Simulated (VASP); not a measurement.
**Zn7S8 (a cell with a defect): single point with LDA**

Crystal: Zn7S8 (a cell with a defect).

```
CELL_PARAMETERS angstrom
0.00000 5.29685 -5.29685
5.29685 5.29685 0.00000
5.29685 0.00000 -5.29685
ATOMIC_POSITIONS crystal
Zn 0.01164 0.48836 0.51164
Zn 0.48836 0.01164 0.51164
Zn 0.48836 0.48836 0.51164
Zn 0.01164 0.01164 0.98836
Zn 0.01164 0.48836 0.98836
Zn 0.48836 0.01164 0.98836
Zn 0.50000 0.50000 0.00000
S 0.11939 0.11939 0.14182
S 0.12246 0.62585 0.12585
S 0.62585 0.12246 0.12585
S 0.62585 0.62585 0.12585
S 0.11939 0.11939 0.61939
S 0.11939 0.64182 0.61939
S 0.64182 0.11939 0.61939
S 0.62585 0.62585 0.62246
```

| Quantity | Value |
| --- | --- |
| Program | VASP 6.6.1 |
| Task | single point |
| Functional | LDA |
| Potentials or basis | VASP PAW LDA potentials, release 64 (Zn, S) |
| Cutoff | 520 eV |
| k mesh | 2 × 2 × 2 |
| Occupations | gaussian, width 0.02 eV |
| Spin | no spin polarisation |

- Largest force: 0.028 eV/Å

Forces on the atoms (eV/Å):
```
Zn   0.000  0.000 -0.004
Zn   0.004  0.000  0.000
Zn   0.000 -0.004  0.000
Zn   0.000  0.004  0.000
Zn  -0.004  0.000  0.000
Zn   0.000  0.000  0.004
Zn   0.000  0.000  0.000
S    0.016 -0.016 -0.016
S    0.002 -0.002  0.002
S   -0.002 -0.002 -0.002
S    0.002  0.002 -0.002
S   -0.016 -0.016  0.016
S    0.016  0.016  0.016
S   -0.016  0.016 -0.016
S   -0.002  0.002  0.002
```

Levels at points of the mesh, in eV from the Fermi level:
| k point | band 63 | band 64 | band 65 | band 66 | band 67 | band 68 | band 69 | band 70 | band 71 | band 72 |
| --- | --- | --- | --- | --- | --- | --- | --- | --- | --- | --- |
| (0.00, 0.00, 0.00) | -0.99 | -0.99 | -0.09 | -0.09 | -0.09 | 1.83 | 2.55 | 2.55 | 2.55 | 2.97 |
| (0.50, 0.00, 0.00) | -1.60 | -0.91 | -0.91 | -0.36 | -0.36 | 2.98 | 3.19 | 3.55 | 3.55 | 3.74 |
| (0.50, 0.50, 0.00) | -1.64 | -1.37 | -1.17 | -0.65 | -0.65 | 3.81 | 3.92 | 4.09 | 4.19 | 4.39 |

It took 2.5 min on 1 thread of Intel(R) Xeon(R) Platinum 8259CL CPU @ 2.50GHz (Skylake/Cascade Lake), on a shared host, peak memory 0.34 GiB.

Caveat: the k points lie up to 0.51 Å⁻¹ apart; the cell carries a net charge on a neutralising background, which shifts energy and pressure; the cell is charged against a uniform background, so pressure and absolute levels hang on convention.
